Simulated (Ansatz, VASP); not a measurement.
One calculation of V, two programs

```xyz
1
Lattice="-1.4992 1.4992 1.4992 1.4992 -1.4992 1.4992 1.4992 1.4992 -1.4992" Properties=species:S:1:pos:R:3 pbc="T T T"
V     0.0000    0.0000    0.0000
```

Alike in both runs: task relaxation of cell and atoms; functional PBE; k mesh 20 × 20 × 20; occupations fermi-dirac, width 0.1 eV; no spin polarisation.

|  | VASP | Ansatz |
| --- | --- | --- |
| version | VASP 6.6.1 | Ansatz 0.2.0 |
| potentials or method | VASP PAW PBE potentials, release 64 (V_sv) | PAW with Ansatz's default frozen-core files, scalar-relativistic |
| plane-wave cutoff (eV) | 600 | 420 |
| valence electrons in the cell | 13 | 13 |

Ansatz gave:

- relaxed volume (Å³/atom): 13.48
- relaxed cell length with the largest relative difference (Å): 2.597

Q: Which values does VASP return?

A: Relaxed volume (Å³/atom): 13.49; relaxed cell length with the largest relative difference (Å): 2.598.
